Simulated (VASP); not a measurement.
# Tl (P6_3/mmc) in VASP: a series of runs

The runs below take Tl through single point, with PBEsol, PBE.

Everything below comes from runs of VASP 6.6.1. Logs are shortened: lines on timing, memory, paths and dates and some standing lists are left out, and cuts for length are marked.

## 1. The cell of the first run

Symmetry: P6_3/mmc, No. 194, hexagonal system. The conventional cell has a = 3.456 Å, b = 3.456 Å, c = 5.525 Å, α = 90.00°, β = 90.00°, γ = 120.00°. Within 4.5 Å of Tl (site symmetry -6m2) lie 12 Tl at 3.41 to 3.46 Å.

## 2. Single point, PBEsol

INCAR

```
SYSTEM = Tl
PREC = Accurate ; ENCUT = 520
EDIFF = 1E-6 ; ISMEAR = -1
SIGMA = 0.05 ; LREAL = .False.
LASPH = .True. ; NELM = 100
ALGO = Normal ; ISIF = 2
LWAVE = .False. ; LCHARG = .False.
GGA = PS ; NBANDS = 20
```

KPOINTS

```
Automatic mesh
0
Gamma
  11 11 6
  0 0 0
```

POSCAR

```
Tl
1.0
    3.4559983565      0.0000000000      0.0000000000
   -1.7279991783      2.9929823722      0.0000000000
    0.0000000000      0.0000000000      5.5250000000
Tl
2
Direct
    0.3333333333      0.6666666667      0.2500000000
    0.6666666667      0.3333333333      0.7500000000
```

Potentials or basis: VASP PAW PBE potentials, release 64 (Tl_d).

On the command line:

```console
$ cat potpaw_PBE.64/Tl_d/POTCAR > POTCAR
$ mpirun -np 1 vasp_std > vasp.out
```

OUTCAR:

```text
SYSTEM = Tl
   PREC = Accurate
   ENCUT = 520
   EDIFF = 1E-6
   ISMEAR = -1
   LREAL = .False.
   LASPH = .True.
   NELM = 100
   ISIF = 2
   GGA = PS

 ion  position               nearest neighbor table
   1  0.333  0.667  0.250-   2 3.41   2 3.41   2 3.41   2 3.41   2 3.41   2 3.41
   2  0.667  0.333  0.750-   1 3.41   1 3.41   1 3.41   1 3.41   1 3.41   1 3.41

  LATTYP: Found a hexagonal cell.
 ALAT       =     3.4559983565
 C/A-ratio  =     1.5986697417

  Lattice vectors:

 A1 = (   3.4559983565,   0.0000000000,   0.0000000000)
 A2 = (  -1.7279991783,   2.9929823722,   0.0000000000)
 A3 = (   0.0000000000,   0.0000000000,   5.5250000000)

Analysis of symmetry for initial positions (statically):
=====================================================================
 Subroutine PRICEL returns:
 Original cell was already a primitive cell.

 Routine SETGRP: Setting up the symmetry group for a
 hexagonal supercell.

 Subroutine GETGRP returns: Found 24 space group operations
 (whereof 12 operations were pure point group operations)
 out of a pool of 24 trial point group operations.

The static configuration has the point symmetry D_3d.
 The point group associated with its full space group is D_6h.

Analysis of symmetry for dynamics (positions and initial velocities):
=====================================================================
 Subroutine PRICEL returns:
 Original cell was already a primitive cell.

 Routine SETGRP: Setting up the symmetry group for a
 hexagonal supercell.

 Subroutine GETGRP returns: Found 24 space group operations
 (whereof 12 operations were pure point group operations)
 out of a pool of 24 trial point group operations.

The dynamic configuration has the point symmetry D_3d.
 The point group associated with its full space group is D_6h.

 Subroutine INISYM returns: Found 24 space group operations
 (whereof 12 operations are pure point group operations),
 and found     1 'primitive' translations

----------------------------------------------------------------------------------------

                                     Primitive cell

  volume of cell :      57.1492

  direct lattice vectors                    reciprocal lattice vectors
     3.455998356  0.000000000  0.000000000     0.289351989  0.167057449  0.000000000
    -1.727999178  2.992982372  0.000000000     0.000000000  0.334114898  0.000000000
     0.000000000  0.000000000  5.525000000     0.000000000  0.000000000  0.180995475

  length of vectors
[... 80 lines left out ...]
   ENCUT  =  520.0 eV  38.22 Ry    6.18 a.u.   6.43  6.43 10.27*2*pi/ulx,y,z
   NELM   =    100;   NELMIN=  2; NELMDL= -5     # of ELM steps
   EDIFF  = 0.1E-05   stopping-criterion for ELM
   LREAL  =      F    real-space projection
   EDIFFG = 0.1E-04   stopping-criterion for IOM
   NSW    =      0    number of steps for IOM
   IBRION =     -1    ionic relax: 0-MD 1-quasi-New 2-CG
   NFREE  =      0    steps in history (QN), initial steepest desc. (CG)
   ISIF   =      2    stress and relaxation
   ISYM   =      2    0-nonsym 1-usesym 2-fastsym
   POTIM  = 0.5000    time-step for ionic-motion
   TEBEG  =    0.0;   TEEND  =   0.0 temperature during run
   PSTRESS=    0.0 pullay stress
   NELECT =      26.0000    total number of electrons
   NUPDOWN=      -1.0000    fix difference up-down
   EMIN   =  10.00;   EMAX   =-10.00  energy-range for DOS
   EFERMI =   0.00;   METHOD = LEGACY
   ISMEAR =    -1;   SIGMA  =   0.05  broadening in eV -4-tet -1-fermi 0-gaus
   EFERMI_NEDOS =   21; number of points for ismear=-14 and -15
   IALGO  =     38    algorithm
   IMIX   =      4    mixing-type and parameters
     AMIX     =   0.40;   BMIX     =  1.00
     AMIX_MAG =   1.60;   BMIX_MAG =  1.00
  volume/ion in A,a.u.               =      28.57       192.83
  Fermi-wavevector in a.u.,A,eV,Ry     =   1.259107  2.379367 21.570001  1.585350
  Thomas-Fermi vector in A             =   2.392683
   LORBIT       =      0    0 simple, 1 ext, 2 COOP (PROOUT), +10 PAW based schemes
   GGA     = PS    functional components
   LHFCALC =     F    Hartree Fock is set to
   AEXX    =    0.0000 exact exchange contribution
   IVDW    =     0    specifies the selected vdW correction
   LEPSILON=     F    determine dielectric tensor
   LRPA    =     F    only Hartree local field effects (RPA)
 non-spin polarized calculation
  energy-cutoff  :      520.00
  volume of cell :       57.15
 maximum number of plane-waves:      1566
 NGX is ok and might be reduce to    28
   NGX = 13   NGY = 13   NGZ = 21

 number of electron      26.0000004 magnetization

 Free energy of the ion-electron system (eV)
  ---------------------------------------------------
  ext. energy  EPLUGINS =         0.00000000
  ---------------------------------------------------
  free energy    TOTEN  =        -5.27178303 eV

  energy without entropy =       -5.26230840  energy(sigma->0) =       -5.26704572

 E-fermi :   6.3405     XC(G=0): -10.3705

 val. band max:        6.3187654691   @ k =   0.4545   0.0909   0.1667
 cond. band min:       6.3518439021   @ k =   0.2727   0.1818   0.5000
 fundamental gap:      0.0330784330
 Fermi energy:         6.3405419628

 k-point     1 :       0.0000    0.0000    0.0000
  band No.  band energies     occupation
      1      -5.3574      2.00000
      2      -5.1211      2.00000
      3      -5.1030      2.00000
      4      -5.1030      2.00000
      5      -5.0488      2.00000
      6      -5.0488      2.00000
[... 541 lines left out ...]
     19      16.4926      0.00000
     20      17.3615      0.00000

 [... further k-points ...]

------------------------ aborting loop because EDIFF is reached ----------------------------------------

  FORCE on cell =-STRESS in cart. coord.  units (eV):
  Direction    XX          YY          ZZ          XY          YZ          ZX
  --------------------------------------------------------------------------------------
  -------------------------------------------------------------------------------------
  Total       -0.0382970     -0.0382970     -0.0056953      0.0000000      0.0000000     -0.0000000
  in kB       -1.0736553     -1.0736553     -0.1596672      0.0000000      0.0000000     -0.0000000
  external PRESSURE =      -0.7689926 kB  Pullay stress =       0.0000000 kB

 VOLUME and BASIS-vectors are now :
 -----------------------------------------------------------------------------
  energy-cutoff  :      520.00
  volume of cell :       57.15
      direct lattice vectors                 reciprocal lattice vectors
     3.455998356  0.000000000  0.000000000     0.289351989  0.167057449  0.000000000
    -1.727999178  2.992982372  0.000000000     0.000000000  0.334114898  0.000000000
     0.000000000  0.000000000  5.525000000     0.000000000  0.000000000  0.180995475

 POSITION                                       TOTAL-FORCE (eV/Angst)
 -----------------------------------------------------------------------------------
     -0.00000      1.99532      1.38125         0.000000      0.000000      0.000000
      1.72800      0.99766      4.14375        -0.000000     -0.000000      0.000000
 -----------------------------------------------------------------------------------
    total drift:                                0.000000     -0.000000      0.000000

  FREE ENERGIE OF THE ION-ELECTRON SYSTEM (eV)
  ---------------------------------------------------
  free  energy   TOTEN  =        -5.2717830316 eV

  energy  without entropy=       -5.2623084009  energy(sigma->0) =       -5.26704572
```

stdout:

```text
POSCAR found type information on POSCAR Tl
 POSCAR found :  1 types and       2 ions
 scaLAPACK will be used
 -----------------------------------------------------------------------------
|                                                                             |
|                                                                             |
|     You enforced a specific xc type in the INCAR file but a different       |
|     I HOPE YOU KNOW WHAT YOU ARE DOING!                                     |
|                                                                             |
 -----------------------------------------------------------------------------

 LDA part: xc-table for (Slater+PW92), standard interpolation
 POSCAR, INCAR and KPOINTS ok, starting setup
 FFT: planning ... GRIDC
 FFT: planning ... GRID_SOFT
 FFT: planning ... GRID
 WAVECAR not read
 entering main loop
```

Run time: 62 s. Hardware: 1 thread of Oxide Virtual Turin-like, shared host; peak memory 0.17 GiB.

What came out:

```yaml
Free_energy: -5.2718 eV
Pressure: -0.1 GPa
Band_gap_on_the_k_mesh: zero (bands 13 and 14 overlap by 5.66 eV)
```

Stress tensor (GPa, compression positive):
```
-0.11  0.00  0.00
 0.00 -0.11  0.00
 0.00  0.00 -0.02
```

Levels at points of the mesh, in eV from the Fermi level:
```
           k point  band 11  band 12  band 13  band 14  band 15  band 16
(0.00, 0.00, 0.00)   -10.02    -5.07    -2.82     8.02     8.02    10.11
(0.00, 0.00, 0.50)    -8.58    -8.58     3.39     3.39     9.00     9.00
```

Caveat: the PAW data sets were made with another functional, which shifts forces and pressure a little; spin-orbit coupling is left out, which moves the levels of the heavy elements.

## 3. Single point, PBE, non-collinear spin, zero start, spin-orbit coupling

INCAR

```
PREC     = Accurate       # precision mode
ENCUT    = 520            # plane-wave cutoff, eV
EDIFF    = 1E-6           # SCF threshold, eV
ISMEAR   = -1             # smearing method
SIGMA    = 0.05           # smearing width, eV
LREAL    = False          # projectors in reciprocal space
LASPH    = True           # aspherical terms in the spheres
NELM     = 150            # most SCF steps
ALGO     = Normal         # electronic algorithm
ISIF     = 2              # what is computed and relaxed
LWAVE    = False          # write WAVECAR
LCHARG   = False          # write CHGCAR
MAGMOM   = 0 0 0 0 0 0    # initial moments
LORBIT   = 11             # projections on sites
LSORBIT  = True           # spin-orbit coupling
GGA_COMPAT= False        
LORBMOM  = True         
GGA      = PE             # functional
NBANDS   = 38             # bands
```

KPOINTS

```
regular mesh
0
Gamma
  11 11 6
```

POSCAR is that of step 2.

Potentials or basis: VASP PAW PBE potentials, release 64 (Tl_d).

On the command line:

```console
$ cat potpaw_PBE.64/Tl_d/POTCAR > POTCAR
$ mpirun -np 1 vasp_ncl > vasp.out
```

It took 6.4 min on 1 thread of Oxide Virtual Turin-like, shared host; peak memory 0.39 GiB.

Results (log left out):

| Quantity | Value |
| --- | --- |
| Free energy | -5.0118 eV |
| Pressure | 2.8 GPa |
| Net moment | 0.00 μB per cell |
| Valence electrons inside the program's atomic spheres | Tl 11.22 |

Stress tensor (GPa, compression positive):
```
2.69 0.00 0.00
0.00 2.69 0.00
0.00 0.00 2.90
```

Moments on the atoms (μB; x, y, z):
```
Tl  0.00 0.00 0.00
Tl  0.00 0.00 0.00
```

The gap in the log of VASP goes by the Fermi energy; the results here count the filled bands.